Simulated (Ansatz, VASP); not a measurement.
**Two plane-wave programs on AlN**

```
Al N
1.0
     3.13019    0.00000    0.00000
    -1.56509    2.71082    0.00000
     0.00000    0.00000    5.01803
Al N
2 2
Cartesian
  0.0000 1.8072 0.0087
  1.5651 0.9036 2.5177
  0.0000 1.8072 1.9232
  1.5651 0.9036 4.4322
```

Alike in both runs: functional PBE; k mesh 12 × 12 × 6; occupations gaussian, width 0.02 eV; no spin polarisation.

Ansatz relaxed the structure, and its values are those at the end. VASP's run is a single point on that final structure, the one shown.

|  | VASP | Ansatz |
| --- | --- | --- |
| version | VASP 6.6.1 | Ansatz 0.2.0 |
| potentials or method | VASP PAW PBE potentials, release 64 (Al, N), cutoff 520 eV | scalar-relativistic, plane waves, PAW |
| valence electrons in the cell | 16 | 16 |

Ansatz gave:

* gap on the k mesh at the Fermi level (eV): 4.03
* least direct gap on the mesh (eV): 4.03
* pressure (GPa): 0.0

Question: What did VASP give for the same quantities?

Answer: gap on the k mesh at the Fermi level (eV): 4.04; least direct gap on the mesh (eV): 4.04; pressure (GPa): -0.2.
